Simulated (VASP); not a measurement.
Wanted: the native input for a VASP 6.6.1 run.

```
Task                   : electric field gradients
Functional             : PBE
Potentials or basis    : VASP PAW PBE potentials, release 64 (K_sv)
Cutoff                 : 520 eV
k mesh                 : 12 × 12 × 6
Occupations            : fermi-dirac, width 0.03 eV
Spin                   : no spin polarisation
Dipole correction      : no
Further INCAR settings : ALGO = Normal; EDIFF = 1e-08; NBANDS = 16
```

The structure of K lies in POSCAR:

```
K
1.0
    4.8112211123      0.0000000000      0.0000000000
   -2.4056105561      4.1666397064      0.0000000000
    0.0000000000      0.0000000000      7.3939809520
K
2
Direct
    0.3333333333      0.6666666667      0.2500000000
    0.6666666667      0.3333333333      0.7500000000
```

This isn't the form of K at room conditions, which is bcc.

This cell differs from its parent crystal: z stretched by -4 % at fixed volume.

One way to write it, as run:

INCAR

```
SYSTEM = K
ALGO = Normal
EDIFF = 1E-8
ENCUT = 520
GGA = PE
ISIF = 2
ISMEAR = -1
LASPH = .True.
LCHARG = .False.
LEFG = .True.
LREAL = .False.
LWAVE = .False.
NBANDS = 16
NELM = 60
PREC = Accurate
SIGMA = 0.03
```

KPOINTS

```
k-points
0
Gamma
  12 12 6
  0 0 0
```

Potentials or basis: VASP PAW PBE potentials, release 64 (K_sv).

Command:

```bash
$ cat potpaw_PBE.64/K_sv/POTCAR > POTCAR
$ mpirun -np 1 vasp_std > vasp.out
```

It gave:

```
Pressure                                : 0.0 GPa
Band gap on the k mesh                  : zero (bands 9 and 10 overlap by 2.54 eV)
Largest electric field gradient by atom : K +0.8 V/Å²
```

Caveat: without QUAD_EFG the Cq values of the log hold for a quadrupole moment of 1 mb, not for the nuclei.

Run time: 66 s on 1 thread of Intel(R) Xeon(R) 6975P-C (Granite Rapids), on a shared host, peak memory 0.32 GiB.
